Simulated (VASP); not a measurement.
Crystal: V.

```
V
1.0
     0.00000    1.97242    1.97242
     1.97242    0.00000    1.97242
     1.97242    1.97242    0.00000
V
1
Direct
  0.00000 0.00000 0.00000
```

```yaml
Program: VASP 6.6.1
Task: relaxation of cell and atoms
Functional: PBE
Potentials_or_basis: VASP PAW PBE potentials, release 64 (V_sv)
Cutoff: 600 eV
k_mesh: 8 × 8 × 8
Occupations: gaussian, width 0.1 eV
Spin: no spin polarisation
```

At the start: pressure -13.9 GPa; volume 15.35 Å³/atom.

Task: Where does the relaxation end?

Result: Over 3 steps the energy falls by 66.2 meV/atom and the volume is 13.97 Å³/atom (-9.0 %); space group Fm-3m (No. 225, to 0.05 Å).

The path:
```tsv
step	energy change (eV)	largest force (eV/Å)	pressure (GPa)	volume (Å³)
1	0.0000	0.0000	-13.90	15.35
2	0.0189	0.0000	21.54	12.58
3	-0.0662	0.0000	-0.35	13.97
```

Final structure:
```yaml
crystal:
  lattice:
    - [0.00000, 1.91149, 1.91149]
    - [1.91149, 0.00000, 1.91149]
    - [1.91149, 1.91149, 0.00000]
  atoms:
    - { symbol: V, position: [0.00000, 0.00000, 0.00000] }
```
